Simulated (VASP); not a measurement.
Write the native input for VASP 6.6.1 that does the following.

```
Task                   : single point
Functional             : PBE
Potentials or basis    : VASP PAW PBE potentials, release 64 (Ga_d, P)
Cutoff                 : 520 eV
k mesh                 : 10 × 10 × 10
Occupations            : gaussian, width 0.05 eV
Spin                   : no spin polarisation
Dipole correction      : no
Further INCAR settings : ALGO = Normal; EDIFF = 1e-07; NBANDS = 16
```

The structure of GaP lies in POSCAR:

```
GaP
1.0
    0.0000000000      2.8243204568      2.8243204568
    2.8243204568      0.0000000000      2.8243204568
    2.8243204568      2.8243204568      0.0000000000
Ga P
1 1
Direct
    0.0000000000      0.0000000000      0.0000000000
    0.7500000000      0.7500000000      0.7500000000
```

This cell differs from its parent crystal: volume 22.529 Å^3 an atom, c/a of the conventional cell 1.0000.

These files were run (other wordings do the same):

INCAR

```
SYSTEM = GaP
PREC     = Accurate       ! precision mode
ENCUT    = 520            ! plane-wave cutoff, eV
EDIFF    = 1E-7           ! SCF threshold, eV
ISMEAR   = 0              ! smearing method
SIGMA    = 0.05           ! smearing width, eV
LREAL    = .False.        ! projectors in reciprocal space
LASPH    = .True.         ! aspherical terms in the spheres
NELM     = 100            ! most SCF steps
ALGO     = Normal         ! electronic algorithm
ISIF     = 2              ! what is computed and relaxed
LWAVE    = .False.        ! write WAVECAR
LCHARG   = .False.        ! write CHGCAR
GGA      = PE             ! functional
NBANDS   = 16             ! bands
```

KPOINTS

```
regular mesh
0
Gamma
  10 10 10
  0 0 0
```

Potentials or basis: VASP PAW PBE potentials, release 64 (Ga_d, P).

The run is started by

```console
$ cat potpaw_PBE.64/Ga_d/POTCAR potpaw_PBE.64/P/POTCAR > POTCAR
$ mpirun -np 1 vasp_std > vasp.out
```

It gave:

```yaml
Pressure: -4.9 GPa
Band_gap_on_the_k_mesh: 0.96 eV, direct
```

Wall time 15 s on 1 thread of Intel(R) Xeon(R) 6975P-C (Granite Rapids), on a shared host, peak memory 0.18 GiB.
